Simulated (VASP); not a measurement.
Cs5O3, 8 atoms in the cell. It takes space group Pm-3m (No. 221, cubic). Conventional cell: a = 6.575 Å, b = 6.575 Å, c = 6.575 Å, α = 90.00°, β = 90.00°, γ = 90.00°. Cs (site symmetry 4/mmm) has 2 Cs at 3.29 Å and 4 O at 3.29 Å within 4.3 Å. Cs (site symmetry m-3m) has 6 O at 3.29 Å within 4.3 Å. Within 4.3 Å of Cs (site symmetry m-3m) lie 6 Cs at 3.29 Å. Within 4.3 Å of O (site symmetry 4/mmm) lie 6 Cs at 3.29 Å. The cell was generated, and may not be a known phase.

* Program: VASP 6.6.1
* Task: single point
* Functional: PBE
* Potentials or basis: VASP PAW PBE potentials, release 64 (Cs_sv, O)
* Cutoff: 520 eV
* k mesh: 4 × 4 × 4
* Occupations: gaussian, width 0.1 eV
* Spin: no spin polarisation
* Dipole correction: no
* Further INCAR settings: ALGO = Fast; EDIFF = 1e-07; NBANDS = 42

Potentials or basis: VASP PAW PBE potentials, release 64 (Cs_sv, O).

The run is started by

```console
$ cat potpaw_PBE.64/Cs_sv/POTCAR potpaw_PBE.64/O/POTCAR > POTCAR
$ mpirun -np 1 vasp_std > vasp.out
```

Hardware: 1 thread of Oxide Virtual Turin-like Processor, on a shared host.

Task: Estimate the wall time of this run.

Result: Run time: 3.2 min on 1 thread of Oxide Virtual Turin-like Processor, with other jobs on the host, peak memory 0.36 GiB. Counts: scf iterations 23, k points 10.
